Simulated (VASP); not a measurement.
SnSe2:

```
Sn Se
1.0
     3.84190    0.00000    0.00000
    -1.92095    3.32718    0.00000
     0.00000    0.00000    6.48588
Sn Se
1 2
Direct
  0.00000 0.00000 0.00000
  0.66667 0.33333 0.75710
  0.33333 0.66667 0.24290
```

```yaml
Program: VASP 6.6.1
Task: relaxation of cell and atoms
Functional: PBE
Dispersion: D3(BJ)
Potentials_or_basis: VASP PAW PBE potentials, release 64 (Sn_d, Se)
Cutoff: 600 eV
k_mesh: 9 × 9 × 4
Occupations: gaussian, width 0.02 eV
Spin: no spin polarisation
```

At the start: pressure -0.1 GPa; volume 27.64 Å³/atom.

Problem. Where does the relaxation end?

Solution. Over 12 steps the energy falls by 13.6 meV/atom and the volume is 25.54 Å³/atom (-7.6 %); space group P-3m1 (No. 164, to 0.1 Å) before and after.

The path:
```
step  energy change (eV)  largest force (eV/Å)  pressure (GPa)  volume (Å³)
   1              0.0000                0.2655           -0.05        82.91
   2             -0.0054                0.1386           -0.42        82.80
   3             -0.0072                0.0103           -0.77        82.68
   4             -0.0104                0.0215           -0.53        82.05
   5             -0.0157                0.0562            0.21        80.18
   6             -0.0159                0.0667            0.46        79.61
   7             -0.0198                0.0644            0.47        79.23
   8             -0.0296                0.0582            0.49        78.09
   9             -0.0381                0.0479            0.80        75.77
  10             -0.0394                0.1003           -0.52        77.08
  11             -0.0404                0.0431           -0.03        76.56
  12             -0.0407                0.0160            0.00        76.61
```

Final structure:
```cif
data_structure
_symmetry_space_group_name_H-M 'P 1'
_symmetry_Int_Tables_number 1
_cell_length_a 3.8391
_cell_length_b 3.8391
_cell_length_c 6.0017
_cell_angle_alpha 90.000
_cell_angle_beta 90.000
_cell_angle_gamma 120.000
_cell_volume 76.61
loop_
_atom_site_label
_atom_site_type_symbol
_atom_site_fract_x
_atom_site_fract_y
_atom_site_fract_z
_atom_site_occupancy
Sn1 Sn 0.00000 0.00000 0.00000 1
Se1 Se 0.66667 0.33333 0.73387 1
Se2 Se 0.33333 0.66667 0.26613 1
```
